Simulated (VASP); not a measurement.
# Se (R-3) in VASP: a series of runs, part 2 of 2

VASP 6.6.1.

## (4) Electric field gradients, PBE (zz strain of -3 %)

Contents of INCAR:

```
PREC = Accurate
ENCUT = 520
EDIFF = 1E-8
ISMEAR = -1
SIGMA = 0.01
LREAL = False
LASPH = True
NELM = 80
ALGO = Normal
ISIF = 2
LWAVE = False
LCHARG = False
GGA = PE
LEFG = True
NBANDS = 27
```

Contents of KPOINTS:

```
regular mesh
0
Gamma
  6 6 6
```

Contents of POSCAR:

```
Se
1.0
    5.6809998619      3.2799267995      1.4320401000
   -5.6809998619      3.2799267995      1.4320401000
    0.0000000000     -6.5598535991      1.4320401000
Se
6
Direct
    0.2806600000      0.1625100000      0.9181800000
    0.9181800000      0.2806600000      0.1625100000
    0.1625100000      0.9181800000      0.2806600000
    0.7193400000      0.8374900000      0.0818200000
    0.0818200000      0.7193400000      0.8374900000
    0.8374900000      0.0818200000      0.7193400000
```

Potentials or basis: VASP PAW PBE potentials, release 64 (Se).

On the command line:

```sh
$ cat potpaw_PBE.64/Se/POTCAR > POTCAR
$ mpirun -np 1 vasp_std > vasp.out
```

OUTCAR:

```text
PREC = Accurate
   ENCUT = 520
   EDIFF = 1E-8
   ISMEAR = -1
   LREAL = False
   LASPH = True
   NELM = 80
   ISIF = 2
   GGA = PE

 ion  position               nearest neighbor table
   1  0.281  0.163  0.918-   5 2.34   6 2.34
   2  0.918  0.281  0.163-   4 2.34   6 2.34
   3  0.163  0.918  0.281-   4 2.34   5 2.34
   4  0.719  0.837  0.082-   2 2.34   3 2.34
   5  0.082  0.719  0.837-   1 2.34   3 2.34
   6  0.837  0.082  0.719-   1 2.34   2 2.34

  LATTYP: Found a trigonal (rhomboedric) cell.
 ALAT       =     6.7143442039
 COS(alpha) =    -0.4317670080

  Lattice vectors:

 A1 = (   5.6809998619,   3.2799267995,   1.4320401000)
 A2 = (  -5.6809998619,   3.2799267995,   1.4320401000)
[... 956 lines left out ...]
   4     313.644   -87.541  -226.103  -128.624   138.918   345.643
   5     -98.636   324.739  -226.103  -109.406  -368.794   -52.515
   6     124.147   101.956  -226.103   238.030   229.876  -293.128
---------------------------------------------------------------------

 Electric field gradients after diagonalization (V/A^2)
 (convention: |V_zz| > |V_xx| > |V_yy|)
----------------------------------------------------------------------
 ion       V_xx      V_yy      V_zz     asymmetry (V_yy - V_xx)/ V_zz
----------------------------------------------------------------------
   1     355.742   194.924  -550.666       0.292
   2     355.742   194.924  -550.666       0.292
   3     355.742   194.924  -550.666       0.292
   4     355.742   194.924  -550.666       0.292
   5     355.742   194.924  -550.666       0.292
   6     355.742   194.924  -550.666       0.292
----------------------------------------------------------------------

           NMR quadrupolar parameters

 Cq : quadrupolar parameter    Cq=e*Q*V_zz/h
 eta: asymmetry parameters     (V_yy - V_xx)/ V_zz
 Q  : nuclear electric quadrupole moment in mb (millibarn)
----------------------------------------------------------------------
 ion       Cq(MHz)       eta       Q (mb)
----------------------------------------------------------------------
   1      -1.332       0.292       1.000
   2      -1.332       0.292       1.000
   3      -1.332       0.292       1.000
   4      -1.332       0.292       1.000
   5      -1.332       0.292       1.000
   6      -1.332       0.292       1.000
----------------------------------------------------------------------
```

Wall time 3.9 min (1 thread of Intel Xeon Platinum 8124M at 3.00GHz (Skylake/Cascade Lake), shared host); peak memory 0.39 GiB.

Results:

| Property | Result |
| --- | --- |
| Free energy | -20.6011 eV |
| Pressure | 4.0 GPa |
| Largest force | 0.724 eV/Å |
| Band gap on the k mesh | 1.06 eV (least direct gap 1.30 eV) |
| Largest electric field gradient by atom | Se -550.7 V/Å² |

Forces in eV/Å, atoms in the order of the input:
```
Se   0.214  0.467  0.510
Se  -0.511 -0.049  0.510
Se   0.298 -0.419  0.510
Se  -0.214 -0.467 -0.510
Se   0.511  0.049 -0.510
Se  -0.298  0.419 -0.510
```

Electric field gradients, principal values (V/Å²):
| atom | least | middle | greatest (by size) |
| --- | --- | --- | --- |
| 1 Se | 194.924 | 355.742 | -550.666 |
| 2 Se | 194.924 | 355.742 | -550.666 |
| 3 Se | 194.924 | 355.742 | -550.666 |
| 4 Se | 194.924 | 355.742 | -550.666 |
| 5 Se | 194.924 | 355.742 | -550.666 |
| 6 Se | 194.924 | 355.742 | -550.666 |

Caveat: the cell differs from its parent crystal (zz strain of -3 %); the cell stands under pressure; this functional lacks dispersion, which holds the molecules together, so the pressure and a relaxed volume are unreliable; without QUAD_EFG the Cq values of the log hold for a quadrupole moment of 1 mb, not for the nuclei.

## (5) Electric field gradients, PBE (zz strain of -1 %)

Contents of INCAR:

```
PREC = Accurate ; ENCUT = 520
EDIFF = 1E-8 ; ISMEAR = -1
SIGMA = 0.01 ; LREAL = F
LASPH = T ; NELM = 80
ALGO = Normal ; ISIF = 2
LWAVE = F ; LCHARG = F
GGA = PE ; LEFG = T
NBANDS = 27
```

KPOINTS is that of step 4.

Edit POSCAR of step 4 so:

```diff
@@ -2,5 +2,5 @@
 1.0
-    5.6809998619      3.2799267995      1.4320401000
-   -5.6809998619      3.2799267995      1.4320401000
-    0.0000000000     -6.5598535991      1.4320401000
+    5.6809998619      3.2799267995      1.4615667000
+   -5.6809998619      3.2799267995      1.4615667000
+    0.0000000000     -6.5598535991      1.4615667000
 Se
```

Potentials or basis: VASP PAW PBE potentials, release 64 (Se).

On the command line:

```sh
$ cat potpaw_PBE.64/Se/POTCAR > POTCAR
$ mpirun -np 1 vasp_std > vasp.out
```

OUTCAR:

```text
PREC = Accurate
   ENCUT = 520
   EDIFF = 1E-8
   ISMEAR = -1
   LREAL = F
   LASPH = T
   NELM = 80
   ISIF = 2
   GGA = PE

 ion  position               nearest neighbor table
   1  0.281  0.163  0.918-   5 2.35   6 2.35
   2  0.918  0.281  0.163-   4 2.35   6 2.35
   3  0.163  0.918  0.281-   4 2.35   5 2.35
   4  0.719  0.837  0.082-   2 2.35   3 2.35
   5  0.082  0.719  0.837-   1 2.35   3 2.35
   6  0.837  0.082  0.719-   1 2.35   2 2.35

  LATTYP: Found a trigonal (rhomboedric) cell.
 ALAT       =     6.7207035688
 COS(alpha) =    -0.4290587139

  Lattice vectors:

 A1 = (   5.6809998619,   3.2799267995,   1.4615667000)
 A2 = (  -5.6809998619,   3.2799267995,   1.4615667000)
 A3 = (   0.0000000000,  -6.5598535991,   1.4615667000)

Analysis of symmetry for initial positions (statically):
=====================================================================
 Subroutine PRICEL returns:
 Original cell was already a primitive cell.

 Routine SETGRP: Setting up the symmetry group for a
[... 932 lines left out ...]
 -----------------------------------------------------------------------------------
    total drift:                                0.000000     -0.000000     -0.000000

  FREE ENERGIE OF THE ION-ELECTRON SYSTEM (eV)
  ---------------------------------------------------
  free  energy   TOTEN  =       -20.6691080154 eV

  energy  without entropy=      -20.6691080154  energy(sigma->0) =      -20.66910802

 Electric field gradients (V/A^2)
---------------------------------------------------------------------
 ion       V_xx      V_yy      V_zz      V_xy      V_xz      V_yz
---------------------------------------------------------------------
   1     312.817   -98.892  -213.925  -131.901   141.381   349.622
   2    -110.194   324.119  -213.925  -112.324  -373.472   -52.371
   3     118.265    95.660  -213.925   244.226   232.091  -297.251
   4     312.817   -98.892  -213.925  -131.901   141.381   349.622
   5    -110.194   324.119  -213.925  -112.324  -373.472   -52.371
   6     118.265    95.660  -213.925   244.226   232.091  -297.251
---------------------------------------------------------------------

 Electric field gradients after diagonalization (V/A^2)
 (convention: |V_zz| > |V_xx| > |V_yy|)
----------------------------------------------------------------------
 ion       V_xx      V_yy      V_zz     asymmetry (V_yy - V_xx)/ V_zz
----------------------------------------------------------------------
   1     356.357   197.425  -553.782       0.287
   2     356.357   197.425  -553.782       0.287
   3     356.357   197.425  -553.782       0.287
   4     356.357   197.425  -553.782       0.287
   5     356.357   197.425  -553.782       0.287
   6     356.357   197.425  -553.782       0.287
----------------------------------------------------------------------

           NMR quadrupolar parameters

 Cq : quadrupolar parameter    Cq=e*Q*V_zz/h
 eta: asymmetry parameters     (V_yy - V_xx)/ V_zz
 Q  : nuclear electric quadrupole moment in mb (millibarn)
----------------------------------------------------------------------
 ion       Cq(MHz)       eta       Q (mb)
----------------------------------------------------------------------
   1      -1.339       0.287       1.000
   2      -1.339       0.287       1.000
   3      -1.339       0.287       1.000
   4      -1.339       0.287       1.000
   5      -1.339       0.287       1.000
   6      -1.339       0.287       1.000
----------------------------------------------------------------------
```

stdout:

```text
POSCAR found type information on POSCAR Se
 POSCAR found :  1 types and       6 ions
 scaLAPACK will be used
 LDA part: xc-table for (Slater+PW92), standard interpolation
 POSCAR, INCAR and KPOINTS ok, starting setup
 FFT: planning ... GRIDC
 FFT: planning ... GRID_SOFT
 FFT: planning ... GRID
 WAVECAR not read
 entering main loop
ion   1
     0.0000499     2.2538618    -6.3884327     3.4195220    -2.7324991    -3.8578040
     0.0000687     2.2538618    -6.3884326     3.4195219    -2.7324991    -3.8578040
     0.0000946     2.2538617    -6.3884325     3.4195219    -2.7324991    -3.8578040
     0.0001302     2.2538617    -6.3884324     3.4195218    -2.7324990    -3.8578039

     0.0000499   120.5088278  -319.8746960   169.5054106  -129.4744702  -188.3686026
     0.0000687   120.5059031  -319.8669441   169.5012946  -129.4713084  -188.3639794
     0.0000946   120.5011639  -319.8543808   169.4946227  -129.4661820  -188.3564830
     0.0001302   120.4935231  -319.8341210   169.4838615  -129.4579113  -188.3443885
[... 45 lines left out ...]
ion   6
     0.0000499    -4.4678872     5.5606300     3.4195220    -4.1662954    -0.0229995
     0.0000687    -4.4678872     5.5606299     3.4195219    -4.1662954    -0.0229995
     0.0000946    -4.4678871     5.5606299     3.4195219    -4.1662954    -0.0229995
     0.0001302    -4.4678870     5.5606298     3.4195218    -4.1662953    -0.0229995

     0.0000499  -223.3864090   272.0655283   169.5054106  -212.2823776   -10.1794049
     0.0000687  -223.3809428   272.0589142   169.5012946  -212.2772452   -10.1791837
     0.0000946  -223.3720812   272.0481928   169.4946227  -212.2689283   -10.1788276
     0.0001302  -223.3577866   272.0309004   169.4838615  -212.2555181   -10.1782577
```

Wall time 3.9 min (1 thread of Intel Xeon Platinum 8124M at 3.00GHz (Skylake/Cascade Lake), shared host); peak memory 0.39 GiB.

Results:

* Free energy: -20.6691 eV
* Pressure: 3.2 GPa
* Largest force: 0.577 eV/Å
* Band gap on the k mesh: 1.15 eV (least direct gap 1.39 eV)
* Largest electric field gradient by atom: Se -553.8 V/Å²

Forces in eV/Å, atoms in the order of the input:
```
Se   0.187  0.395  0.377
Se  -0.435 -0.036  0.377
Se   0.249 -0.359  0.377
Se  -0.187 -0.395 -0.377
Se   0.435  0.036 -0.377
Se  -0.249  0.359 -0.377
```

Electric field gradients, principal values (V/Å²):
```csv
atom,least,middle,greatest (by size)
1 Se,197.425,356.357,-553.782
2 Se,197.425,356.357,-553.782
3 Se,197.425,356.357,-553.782
4 Se,197.425,356.357,-553.782
5 Se,197.425,356.357,-553.782
6 Se,197.425,356.357,-553.782
```

Caveat: the cell differs from its parent crystal (zz strain of -1 %); the cell stands under pressure; this functional lacks dispersion, which holds the molecules together, so the pressure and a relaxed volume are unreliable; without QUAD_EFG the Cq values of the log hold for a quadrupole moment of 1 mb, not for the nuclei.

## (6) The runs side by side

| cell | gap on the mesh (eV) | pressure (GPa) | largest force (eV/Å) |
| --- | --- | --- | --- |
| a = 6.724 Å, angles 115.3°, 6 atoms | 1.19 | 2.8 | 0.51 |
| a = 6.714 Å, angles 115.6°, 6 atoms | 1.06 | 4.0 | 0.72 |
| a = 6.721 Å, angles 115.4°, 6 atoms | 1.15 | 3.2 | 0.58 |

Alike in all rows: task electric field gradients; level PBE; potentials or basis VASP PAW PBE potentials, release 64 (Se); no spin polarisation; k mesh 6 × 6 × 6; cutoff (eV) 520; smearing fermi-dirac 0.01 eV.

Caveats: this functional lacks dispersion, which holds the molecules together, so the pressure and a relaxed volume are unreliable; the cell stands under pressure (at least some runs).

Absolute energies hang on the potentials; compare differences alone.
